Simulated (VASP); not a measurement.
Here is a VASP 6.6.1 calculation.

INCAR

```
SYSTEM = Cd4InO
ALGO = Normal ; EDIFF = 1E-6
ENCUT = 520 ; GGA = PE
ISIF = 2 ; ISMEAR = 0
LASPH = .True. ; LCHARG = .False.
LREAL = .False. ; LWAVE = .False.
NBANDS = 42 ; NELM = 80
PREC = Accurate ; SIGMA = 0.1
```

KPOINTS

```
k-points
0
Gamma
  6 6 2
  0 0 0
```

POSCAR

```
Cd4InO
1.0
    3.1311958114      0.0000000000      0.0000000000
    0.0000000000      3.1311958114      0.0000000000
    0.0000000000      0.0000000000     13.0114438922
Cd In O
4 1 1
Direct
    0.5000000000      0.5000000000      0.3219960644
    0.5000000000      0.5000000000      0.8921903863
    0.5000000000      0.5000000000      0.1078096137
    0.5000000000      0.5000000000      0.6780039356
    0.0000000000      0.0000000000      0.5000000000
    0.0000000000      0.0000000000      0.0000000000
```

Potentials or basis: VASP PAW PBE potentials, release 64 (Cd, In_d, O).

Command:

```bash
$ cat potpaw_PBE.64/Cd/POTCAR potpaw_PBE.64/In_d/POTCAR potpaw_PBE.64/O/POTCAR > POTCAR
$ mpirun -np 1 vasp_std > vasp.out
```

Question: Estimate the largest force.

Answer: 0.044 eV/Å.

Question: Estimate the band gap on the k mesh.

Answer: Zero (an odd number of electrons rules out a gap without spin polarisation).

Question: What does it give for the pressure?

Answer: 0.4 GPa.

Forces in eV/Å, atoms in the order of the input:
```
Cd   0.000  0.000 -0.003
Cd   0.000  0.000 -0.044
Cd   0.000  0.000  0.044
Cd   0.000  0.000  0.003
In   0.000  0.000  0.000
O    0.000  0.000  0.000
```

Caveat: spin-orbit coupling is left out, which moves the levels of the heavy elements; an odd number of electrons without spin polarisation forces a metal; a magnetic or distorted state may lie lower.
